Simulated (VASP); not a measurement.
LaYN2: single point with PBE

LaYN2:

```
CELL_PARAMETERS angstrom
3.91645 0.00000 0.00000
0.00000 3.91645 0.00000
0.00000 0.00000 8.63915
ATOMIC_POSITIONS crystal
La 0.50000 0.00000 0.64284
La 0.00000 0.50000 0.35716
Y 0.50000 0.50000 0.00000
Y 0.00000 0.00000 0.00000
N 0.00000 0.50000 0.79974
N 0.50000 0.00000 0.36780
N 0.50000 0.00000 0.20026
N 0.00000 0.50000 0.63220
```

The cell was generated, and may not be a known phase.

```yaml
Program: VASP 6.6.1
Task: single point
Functional: PBE
Potentials_or_basis: VASP PAW PBE potentials, release 64 (La, Y_sv, N_h)
Cutoff: 1330 eV
k_mesh: 4 × 4 × 2
Occupations: gaussian, width 0.1 eV
Spin: no spin polarisation
Dipole_correction: no
Further_INCAR_settings: ALGO = Normal; EDIFF = 1e-06; NBANDS = 42
```

```json
{
 "Pressure": "0.2 GPa",
 "Largest force": "0.021 eV/Å",
 "Band gap on the k mesh": "zero (bands 32 and 33 overlap by 1.09 eV)"
}
```

Forces in eV/Å, atoms in the order of the input:
```
La   0.000  0.000 -0.020
La   0.000  0.000  0.020
Y    0.000  0.000  0.000
Y    0.000  0.000  0.000
N    0.000  0.000  0.010
N    0.000  0.000  0.021
N    0.000  0.000 -0.010
N    0.000  0.000 -0.021
```

Stress tensor (GPa, compression positive):
```
0.25 0.00 0.00
0.00 0.25 0.00
0.00 0.00 0.17
```

Levels at points of the mesh, in eV from the Fermi level:
```tsv
k point	band 29	band 30	band 31	band 32	band 33	band 34	band 35	band 36
(0.00, 0.00, 0.00)	-1.37	-1.20	-1.18	-1.18	-1.07	-1.01	0.48	0.72
(0.50, 0.00, 0.00)	-1.18	-1.18	-0.02	-0.02	1.77	1.77	1.81	1.81
(0.50, 0.50, 0.00)	-0.72	-0.72	-0.49	-0.49	0.21	0.21	2.15	2.15
(0.00, 0.00, 0.50)	-1.92	-1.24	-1.07	-1.01	-0.43	-0.43	0.09	0.67
(0.50, 0.00, 0.50)	-1.28	-1.28	-0.04	-0.04	1.08	1.08	1.98	1.98
(0.50, 0.50, 0.50)	-1.48	-1.48	-0.12	-0.12	0.47	0.47	2.22	2.22
```

It took 7.8 min on 1 thread of Intel(R) Xeon(R) Platinum 8259CL CPU @ 2.50GHz (Skylake/Cascade Lake), with other jobs on the host, peak memory 0.73 GiB.

Caveat: the k points lie up to 0.40 Å⁻¹ apart, too coarse for converged energies and pressures of a metal; spin-orbit coupling is left out, which moves the levels of the heavy elements.
